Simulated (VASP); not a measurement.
# HfN2 (P4_2/mnm) in VASP: further runs

HfN2 is run at these levels: LDA; tasks: single point, relaxation of cell and atoms.

Program: VASP 6.6.1. These are calculated values, not measurements. Logs are shortened: lines on timing, memory, paths and dates and some standing lists are left out, and cuts for length are marked.

## (1) The cell of the first run

The structure is tetragonal, space group P4_2/mnm (No. 136). The conventional cell has a = 4.909 Å, b = 4.909 Å, c = 3.258 Å, α = 90.00°, β = 90.00°, γ = 90.00°. Hf (site symmetry mmm) has 6 N at 2.10 to 2.13 Å within 2.8 Å. Within 2.8 Å of N (site symmetry m2m) lie 3 Hf at 2.10 to 2.13 Å and 1 N at 2.75 Å.

## (2) Single point, LDA

File INCAR:

```
SYSTEM = HfN2
PREC = Accurate
ENCUT = 520
EDIFF = 1E-7
ISMEAR = 0
SIGMA = 0.1
LREAL = .False.
LASPH = .True.
NELM = 80
ALGO = Normal
ISIF = 2
LWAVE = .False.
LCHARG = .False.
GGA = CA
NBANDS = 29
```

File KPOINTS:

```
regular mesh
0
Gamma
  8 8 12
  0 0 0
```

File POSCAR:

```
HfN2
1.0
    4.9089888988      0.0000000000      0.0000000000
    0.0000000000      4.9089888988      0.0000000000
    0.0000000000      0.0000000000      3.2581073517
Hf N
2 4
Direct
    0.0000000000      0.0000000000      0.0000000000
    0.5000000000      0.5000000000      0.5000000000
    0.1981679681      0.8018320319      0.5000000000
    0.3018320319      0.3018320319      0.0000000000
    0.6981679681      0.6981679681      0.0000000000
    0.8018320319      0.1981679681      0.5000000000
```

Potentials or basis: VASP PAW LDA potentials, release 64 (Hf_pv, N).

On the command line:

```
cat potpaw_LDA.64/Hf_pv/POTCAR potpaw_LDA.64/N/POTCAR > POTCAR
mpirun -np 1 vasp_std > vasp.out
```

OUTCAR:

```text
SYSTEM = HfN2
   PREC = Accurate
   ENCUT = 520
   EDIFF = 1E-7
   ISMEAR = 0
   LREAL = .False.
   LASPH = .True.
   NELM = 80
   ISIF = 2
   GGA = CA

 ion  position               nearest neighbor table
   1  0.000  0.000  0.000-   4 2.10   5 2.10   3 2.13   6 2.13   3 2.13   6 2.13   2 3.83   2 3.83
                             2 3.83   2 3.83   2 3.83   2 3.83   2 3.83   2 3.83
   2  0.500  0.500  0.500-   3 2.10   6 2.10   5 2.13   4 2.13   4 2.13   5 2.13   1 3.83   1 3.83
                             1 3.83   1 3.83   1 3.83   1 3.83   1 3.83   1 3.83
   3  0.198  0.802  0.500-   2 2.10   1 2.13   1 2.13
   4  0.302  0.302  0.000-   1 2.10   2 2.13   2 2.13
   5  0.698  0.698  0.000-   1 2.10   2 2.13   2 2.13
   6  0.802  0.198  0.500-   2 2.10   1 2.13   1 2.13

  LATTYP: Found a simple tetragonal cell.
 ALAT       =     4.9089888988
 C/A-ratio  =     0.6637023263

  Lattice vectors:

 A1 = (   4.9089888988,   0.0000000000,   0.0000000000)
 A2 = (   0.0000000000,   4.9089888988,   0.0000000000)
 A3 = (   0.0000000000,   0.0000000000,   3.2581073517)

Analysis of symmetry for initial positions (statically):
=====================================================================
 Subroutine PRICEL returns:
 Original cell was already a primitive cell.

 Routine SETGRP: Setting up the symmetry group for a
 simple tetragonal supercell.

 Subroutine GETGRP returns: Found 16 space group operations
 (whereof  8 operations were pure point group operations)
 out of a pool of 16 trial point group operations.

The static configuration has the point symmetry D_2h.
 The point group associated with its full space group is D_4h.

Analysis of symmetry for dynamics (positions and initial velocities):
=====================================================================
 Subroutine PRICEL returns:
 Original cell was already a primitive cell.

 Routine SETGRP: Setting up the symmetry group for a
 simple tetragonal supercell.

 Subroutine GETGRP returns: Found 16 space group operations
 (whereof  8 operations were pure point group operations)
 out of a pool of 16 trial point group operations.

The dynamic configuration has the point symmetry D_2h.
 The point group associated with its full space group is D_4h.

 Subroutine INISYM returns: Found 16 space group operations
 (whereof  8 operations are pure point group operations),
 and found     1 'primitive' translations

----------------------------------------------------------------------------------------

                                     Primitive cell

  volume of cell :      78.5144

  direct lattice vectors                    reciprocal lattice vectors
     4.908988899  0.000000000  0.000000000     0.203707937  0.000000000  0.000000000
     0.000000000  4.908988899  0.000000000     0.000000000  0.203707937  0.000000000
     0.000000000  0.000000000  3.258107352     0.000000000  0.000000000  0.306926658

  length of vectors
     4.908988899  4.908988899  3.258107352     0.203707937  0.203707937  0.306926658

  position of ions in fractional coordinates (direct lattice)
     0.000000000  0.000000000  0.000000000
     0.500000000  0.500000000  0.500000000
     0.198167968  0.801832032  0.500000000
     0.301832032  0.301832032  0.000000000
     0.698167968  0.698167968  0.000000000
     0.801832032  0.198167968  0.500000000

  ion indices of the primitive-cell ions
   primitive index   ion index
                 1           1
                 2           2
                 3           3
                 4           4
                 5           5
                 6           6

----------------------------------------------------------------------------------------

 KPOINTS: regular mesh

Automatic generation of k-mesh.
 Grid dimensions read from file:
 generate k-points for:    8    8   12

 Generating k-lattice:

  Cartesian coordinates                     Fractional coordinates (reciprocal lattice)
     0.025463492  0.000000000  0.000000000     0.125000000  0.000000000  0.000000000
     0.000000000  0.025463492  0.000000000     0.000000000  0.125000000  0.000000000
     0.000000000  0.000000000  0.025577221     0.000000000  0.000000000  0.083333333

  Length of vectors
     0.025463492  0.025463492  0.025577221

  Shift w.r.t. Gamma in fractional coordinates (k-lattice)
     0.000000000  0.000000000  0.000000000

 Subroutine IBZKPT returns following result:
 ===========================================

 Found    105 irreducible k-points:

 Following reciprocal coordinates:
            Coordinates               Weight
  0.000000  0.000000  0.000000      1.000000
  0.125000  0.000000  0.000000      4.000000
  0.250000  0.000000  0.000000      4.000000
  0.375000  0.000000  0.000000      4.000000
  0.500000  0.000000  0.000000      2.000000
  0.125000  0.125000  0.000000      4.000000
[... 16 lines left out ...]
  0.375000  0.125000  0.083333     16.000000
  0.500000  0.125000  0.083333      8.000000
 [... further k-points ...]
   k-points           NKPTS =    105   k-points in BZ     NKDIM =    105   number of bands    NBANDS=     29
   number of dos      NEDOS =    301   number of ions     NIONS =      6
   total plane-waves  NPLWV =  38400
   dimension x,y,z NGX =    40 NGY =   40 NGZ =   24
   dimension x,y,z NGXF=    80 NGYF=   80 NGZF=   48
   ions per type =               2   4
   NGX,Y,Z   is equivalent  to a cutoff of  13.55, 13.55, 12.25 a.u.
   NGXF,Y,Z  is equivalent  to a cutoff of  27.09, 27.09, 24.49 a.u.
 SYSTEM =  HfN2
   PREC   = accura    normal or accurate (medium, high low for compatibility)
   ISTART =      0    job   : 0-new  1-cont  2-samecut
   ICHARG =      2    charge: 1-file 2-atom 10-const
   ISPIN  =      1    spin polarized calculation?
   LNONCOLLINEAR =      F non collinear calculations
   LSORBIT =      F    spin-orbit coupling
   LASPH  =      T    aspherical Exc in radial PAW
   ENCUT  =  520.0 eV  38.22 Ry    6.18 a.u.   9.13  9.13  6.06*2*pi/ulx,y,z
   NELM   =     80;   NELMIN=  2; NELMDL= -5     # of ELM steps
   EDIFF  = 0.1E-06   stopping-criterion for ELM
   LREAL  =      F    real-space projection
   EDIFFG = 0.1E-05   stopping-criterion for IOM
   NSW    =      0    number of steps for IOM
   IBRION =     -1    ionic relax: 0-MD 1-quasi-New 2-CG
   NFREE  =      0    steps in history (QN), initial steepest desc. (CG)
   ISIF   =      2    stress and relaxation
   ISYM   =      2    0-nonsym 1-usesym 2-fastsym
   POTIM  = 0.5000    time-step for ionic-motion
   TEBEG  =    0.0;   TEEND  =   0.0 temperature during run
   PSTRESS=    0.0 pullay stress
   NELECT =      40.0000    total number of electrons
   NUPDOWN=      -1.0000    fix difference up-down
   EMIN   =  10.00;   EMAX   =-10.00  energy-range for DOS
   EFERMI =   0.00;   METHOD = LEGACY
   ISMEAR =     0;   SIGMA  =   0.10  broadening in eV -4-tet -1-fermi 0-gaus
   EFERMI_NEDOS =   21; number of points for ismear=-14 and -15
   IALGO  =     38    algorithm
   IMIX   =      4    mixing-type and parameters
     AMIX     =   0.40;   BMIX     =  1.00
     AMIX_MAG =   1.60;   BMIX_MAG =  1.00
  volume/ion in A,a.u.               =      13.09        88.31
  Fermi-wavevector in a.u.,A,eV,Ry     =   1.307510  2.470836 23.260278  1.709582
  Thomas-Fermi vector in A             =   2.438240
   LORBIT       =      0    0 simple, 1 ext, 2 COOP (PROOUT), +10 PAW based schemes
   GGA     = CA    functional components
   LHFCALC =     F    Hartree Fock is set to
   AEXX    =    0.0000 exact exchange contribution
   IVDW    =     0    specifies the selected vdW correction
   LEPSILON=     F    determine dielectric tensor
   LRPA    =     F    only Hartree local field effects (RPA)
 non-spin polarized calculation
 Gauss-broadening in eV      SIGMA  =   0.10
  energy-cutoff  :      520.00
  volume of cell :       78.51
 maximum number of plane-waves:      2148
 NGX is ok and might be reduce to    40
   NGX = 19   NGY = 19   NGZ = 13

 number of electron      40.0000008 magnetization

 Free energy of the ion-electron system (eV)
  ---------------------------------------------------
  ext. energy  EPLUGINS =         0.00000000
  ---------------------------------------------------
  free energy    TOTEN  =       -59.13998431 eV

  energy without entropy =      -59.11792078  energy(sigma->0) =      -59.12895255

 E-fermi :   2.2903     XC(G=0): -11.3339

 val. band max:        2.2885056871   @ k =   0.3750   0.1250   0.5000
 cond. band min:       2.2903536025   @ k =   0.1250   0.0000   0.2500
 fundamental gap:      0.0018479154
 Fermi energy:         2.2903493208

 k-point     1 :       0.0000    0.0000    0.0000
  band No.  band energies     occupation
      1     -26.4893      2.00000
      2     -26.4893      2.00000
      3     -26.2941      2.00000
      4     -26.2941      2.00000
      5     -26.1820      2.00000
      6     -26.1272      2.00000
[... 21 lines left out ...]
     28      10.3336      0.00000
     29      10.9245      0.00000

 k-point     2 :       0.1250    0.0000    0.0000
  band No.  band energies     occupation
      1     -26.4830      2.00000
      2     -26.4822      2.00000
      3     -26.3024      2.00000
      4     -26.3015      2.00000
      5     -26.1799      2.00000
      6     -26.1293      2.00000
[... 21 lines left out ...]
     28      10.5081      0.00000
     29      10.6794      0.00000

 k-point     3 :       0.2500    0.0000    0.0000
  band No.  band energies     occupation
      1     -26.4645      2.00000
      2     -26.4617      2.00000
      3     -26.3253      2.00000
      4     -26.3225      2.00000
      5     -26.1740      2.00000
      6     -26.1352      2.00000
[... 638 lines left out ...]
      5     -26.1976      2.00000
      6     -26.1789      2.00000
[... 21 lines left out ...]
     28       9.4874      0.00000
     29      11.2951      0.00000

 k-point    24 :       0.5000    0.1250    0.0833
  band No.  band energies     occupation
      1     -26.4347      2.00000
      2     -26.4347      2.00000
      3     -26.3487      2.00000
      4     -26.3487      2.00000
      5     -26.1879      2.00000
      6     -26.1879      2.00000
[... 21 lines left out ...]
     28       8.9666      0.00000
     29      11.8182      0.00000

 [... further k-points ...]

------------------------ aborting loop because EDIFF is reached ----------------------------------------

  FORCE on cell =-STRESS in cart. coord.  units (eV):
  Direction    XX          YY          ZZ          XY          YZ          ZX
  --------------------------------------------------------------------------------------
  -------------------------------------------------------------------------------------
  Total       -0.0688761     -0.0688761     -0.0300265      0.0000000      0.0000000      0.0000000
  in kB       -1.4054969     -1.4054969     -0.6127256      0.0000000      0.0000000      0.0000000
  external PRESSURE =      -1.1412398 kB  Pullay stress =       0.0000000 kB

 VOLUME and BASIS-vectors are now :
 -----------------------------------------------------------------------------
  energy-cutoff  :      520.00
  volume of cell :       78.51
      direct lattice vectors                 reciprocal lattice vectors
     4.908988899  0.000000000  0.000000000     0.203707937  0.000000000  0.000000000
     0.000000000  4.908988899  0.000000000     0.000000000  0.203707937  0.000000000
     0.000000000  0.000000000  3.258107352     0.000000000  0.000000000  0.306926658

 POSITION                                       TOTAL-FORCE (eV/Angst)
 -----------------------------------------------------------------------------------
      0.00000      0.00000      0.00000         0.000000     -0.000000      0.000000
      2.45449      2.45449      1.62905         0.000000     -0.000000      0.000000
      0.97280      3.93618      1.62905        -0.010354      0.010354      0.000000
      1.48169      1.48169      0.00000         0.010354      0.010354      0.000000
      3.42730      3.42730      0.00000        -0.010354     -0.010354     -0.000000
      3.93618      0.97280      1.62905         0.010354     -0.010354     -0.000000
 -----------------------------------------------------------------------------------
    total drift:                                0.000000     -0.000000     -0.000000

  FREE ENERGIE OF THE ION-ELECTRON SYSTEM (eV)
  ---------------------------------------------------
  free  energy   TOTEN  =       -59.1399843127 eV

  energy  without entropy=      -59.1179207849  energy(sigma->0) =      -59.12895255
```

Run time: 2.1 min. Hardware: 1 thread of AMD EPYC 9R45 (Zen 5), shared host; peak memory 0.27 GiB.

What came out:

```yaml
Free_energy: -59.1400 eV
Pressure: -0.1 GPa
Largest_force: 0.015 eV/Å
Band_gap_on_the_k_mesh: zero (bands 20 and 21 overlap by 1.45 eV)
```

Forces in eV/Å, atoms in the order of the input:
```
Hf   0.000  0.000  0.000
Hf   0.000  0.000  0.000
N   -0.010  0.010  0.000
N    0.010  0.010  0.000
N   -0.010 -0.010  0.000
N    0.010 -0.010  0.000
```

Caveat: spin-orbit coupling is left out, which moves the levels of the heavy elements.

## (3) Relaxation of cell and atoms, LDA

This run uses another cell than the first one, of 12.96 Å³/atom.

File INCAR:

```
SYSTEM = HfN2
  PREC = Accurate
  ENCUT = 600
  EDIFF = 1E-7
  ISMEAR = 0
  SIGMA = 0.1
  LREAL = .FALSE.
  LASPH = .TRUE.
  NELM = 60
  ALGO = Normal
  ISIF = 3
  LWAVE = .FALSE.
  LCHARG = .FALSE.
  IBRION = 2
  NSW = 80
  EDIFFG = -0.01
```

File KPOINTS:

```
regular mesh
0
G
  8 8 12
  0 0 0
```

File POSCAR:

```
HfN2
1.0
    4.8889303898      0.0000000000      0.0000000000
    0.0000000000      4.8889303898      0.0000000000
    0.0000000000      0.0000000000      3.2523645027
Hf N
2 4
Direct
    0.0000000000      0.0000000000      0.0000000000
    0.5000000000      0.5000000000      0.5000000000
    0.1951075730      0.8048924270      0.5000000000
    0.3048924270      0.3048924270      0.0000000000
    0.6951075730      0.6951075730      0.0000000000
    0.8048924270      0.1951075730      0.5000000000
```

Potentials or basis: VASP PAW LDA potentials, release 64 (Hf_pv, N).

On the command line:

```
cat potpaw_LDA.64/Hf_pv/POTCAR potpaw_LDA.64/N/POTCAR > POTCAR
mpirun -np 1 vasp_std > vasp.out
```

It took 8.8 min on 1 thread of AMD EPYC 9R45 (Zen 5), shared host; peak memory 0.3 GiB.

Results (log left out):

| Property | Result |
| --- | --- |
| Free energy | -59.1405 eV |
| Relaxed volume | 13.07 Å³/atom |
| Relaxed cell | a = 4.906 Å, b = 4.906 Å, c = 3.259 Å, α = 90.00°, β = 90.00°, γ = 90.00° |
| Space group after relaxing (to 0.1 Å) | P4_2/mnm (No. 136) |
| Energy gained by relaxing | 3.5 meV/atom |
| Ionic steps | 7 |
| Pressure after relaxing | 0.0 GPa |
| Largest force after relaxing | 0.004 eV/Å |
| Band gap on the k mesh | zero (bands 20 and 21 overlap by 1.45 eV) |

Forces in eV/Å, atoms in the order of the input:
```
Hf   0.000  0.000  0.000
Hf   0.000  0.000  0.000
N    0.003 -0.003  0.000
N   -0.003 -0.003  0.000
N    0.003  0.003  0.000
N   -0.003  0.003  0.000
```

Step by step:
| step | energy change (eV) | largest force (eV/Å) | pressure (GPa) | volume (Å³) |
| --- | --- | --- | --- | --- |
| 1 | 0.0000 | 0.4420 | 1.88 | 77.74 |
| 2 | -0.0038 | 0.1575 | -2.80 | 79.46 |
| 3 | -0.0177 | 0.1186 | -0.70 | 78.64 |
| 4 | -0.0201 | 0.0179 | 0.43 | 78.21 |
| 5 | -0.0201 | 0.0036 | 0.25 | 78.27 |
| 6 | -0.0210 | 0.0042 | 0.11 | 78.38 |
| 7 | -0.0212 | 0.0044 | 0.04 | 78.43 |

Final structure:
```yaml
crystal:
  lattice:
    - [4.90568, 0.00000, 0.00000]
    - [0.00000, 4.90568, 0.00000]
    - [0.00000, 0.00000, 3.25902]
  atoms:
    - { symbol: Hf, position: [0.00000, 0.00000, 0.00000] }
    - { symbol: Hf, position: [0.50000, 0.50000, 0.50000] }
    - { symbol: N, position: [0.19798, 0.80202, 0.50000] }
    - { symbol: N, position: [0.30202, 0.30202, 0.00000] }
    - { symbol: N, position: [0.69798, 0.69798, 0.00000] }
    - { symbol: N, position: [0.80202, 0.19798, 0.50000] }
```

Levels at points of the mesh, in eV from the Fermi level:
| k point | band 17 | band 18 | band 19 | band 20 | band 21 | band 22 | band 23 | band 24 |
| --- | --- | --- | --- | --- | --- | --- | --- | --- |
| (0.00, 0.00, 0.00) | -0.97 | -0.53 | 0.72 | 0.96 | 0.96 | 1.27 | 3.70 | 4.06 |
| (0.50, 0.00, 0.00) | -1.69 | -1.69 | -0.35 | -0.35 | 0.46 | 0.46 | 4.67 | 4.67 |
| (0.50, 0.50, 0.00) | -1.11 | -1.11 | 0.15 | 0.15 | 0.56 | 0.56 | 4.02 | 4.02 |
| (0.00, 0.00, 0.50) | -1.62 | -1.62 | -0.84 | -0.84 | 0.13 | 0.13 | 5.86 | 5.86 |
| (0.50, 0.00, 0.50) | -0.95 | -0.95 | -0.74 | -0.74 | 0.22 | 0.22 | 3.92 | 3.92 |
| (0.50, 0.50, 0.50) | -0.81 | -0.81 | -0.23 | -0.23 | 0.82 | 0.82 | 5.01 | 5.01 |

Caveat: spin-orbit coupling is left out, which moves the levels of the heavy elements.
